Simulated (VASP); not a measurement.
Write the native input for VASP 6.6.1 that does the following.

```yaml
Task: single point
Functional: r2SCAN
Potentials_or_basis: VASP PAW PBE potentials, release 64 (Ba_sv, Ti_sv, O)
Cutoff: 520 eV
k_mesh: 6 × 6 × 2
Occupations: gaussian, width 0.05 eV
Spin: no spin polarisation
Dipole_correction: no
Further_INCAR_settings: LREAL = Auto; ALGO = Normal; EDIFF = 1e-06; NBANDS = 73
```

BaTiO3:

```
CELL_PARAMETERS angstrom
0.00000 2.85798 -2.87415
-3.96333 0.00000 0.00000
0.00000 9.43133 7.76021
ATOMIC_POSITIONS crystal
Ba 0.71584 0.00000 0.91965
Ba 0.91584 0.00000 0.25299
Ba 0.81584 0.00000 0.58632
Ti 0.44873 0.50000 0.09151
Ti 0.34873 0.50000 0.42484
Ti 0.24873 0.50000 0.75817
O 0.48571 0.00000 0.08030
O 0.38571 0.00000 0.41363
O 0.28571 0.00000 0.74697
O 0.99553 0.50000 0.08154
O 0.89553 0.50000 0.41488
O 0.79553 0.50000 0.74821
O 0.43300 0.50000 0.24357
O 0.33300 0.50000 0.57690
O 0.23300 0.50000 0.91024
```

This cell differs from its parent crystal: the part above a cut slid along it.

The input as run:

POSCAR

```
BaTiO3
1.0
    0.0000000000      2.8579801945     -2.8741509136
   -3.9633322398      0.0000000000      0.0000000000
    0.0000000000      9.4313346420      7.7602074666
Ba Ti O
3 3 9
Direct
    0.7158385907      0.0000000000      0.9196549725
    0.9158385907      0.0000000000      0.2529883058
    0.8158385907      0.0000000000      0.5863216392
    0.4487272215      0.5000000000      0.0915069026
    0.3487272215      0.5000000000      0.4248402359
    0.2487272215      0.5000000000      0.7581735692
    0.4857134453      1.0000000000      0.0802989560
    0.3857134453      1.0000000000      0.4136322893
    0.2857134453      1.0000000000      0.7469656226
   -0.0044703767      0.5000000000      0.0815433816
   -0.1044703767      0.5000000000      0.4148767149
   -0.2044703767      0.5000000000      0.7482100483
    0.4329991190      0.5000000000      0.2435691207
    0.3329991190      0.5000000000      0.5769024541
    0.2329991190      0.5000000000      0.9102357874
```

INCAR.step1

```
  PREC = Accurate
  ENCUT = 520
  ISMEAR = 0
  SIGMA = 0.05
  LREAL = Auto
  LASPH = True
  NELM = 80
  NBANDS = 73
  GGA = PE
  ALGO = Normal
  EDIFF = 1E-4
  LWAVE = True
  LCHARG = False
```

INCAR.step2

```
  PREC = Accurate
  ENCUT = 520
  EDIFF = 1E-6
  ISMEAR = 0
  SIGMA = 0.05
  LREAL = Auto
  LASPH = True
  NELM = 80
  ALGO = Normal
  ISIF = 2
  LWAVE = False
  LCHARG = True
  METAGGA = R2SCAN
  LMIXTAU = True
  LELF = True
  LVHAR = True
  NBANDS = 73
  ISTART = 1
```

KPOINTS

```
regular mesh
0
Gamma
  6 6 2
```

Potentials or basis: VASP PAW PBE potentials, release 64 (Ba_sv, Ti_sv, O).

The run is started by

```console
$ cat potpaw_PBE.64/Ba_sv/POTCAR potpaw_PBE.64/Ti_sv/POTCAR potpaw_PBE.64/O/POTCAR > POTCAR
$ cp INCAR.step1 INCAR
$ mpirun -np 1 vasp_std > vasp.out
$ cp INCAR.step2 INCAR
$ mpirun -np 1 vasp_std > vasp.out
```

Results of the run:

```yaml
Pressure: 7.0 GPa
Largest_force: 8.755 eV/Å
Band_gap_on_the_k_mesh: 1.94 eV (least direct gap 2.13 eV)
```

Caveat: the cell differs from its parent crystal (the part above a cut slid along it); the stress differs along the axes, from -1 to 18 GPa; the PAW data sets were made with another functional, which shifts forces and pressure a little; spin-orbit coupling is left out, which moves the levels of the heavy elements.

It took 19 min on 1 thread of AMD EPYC 9R45 96-Core Processor (Zen 5) (shared host), peak memory 0.45 GiB.
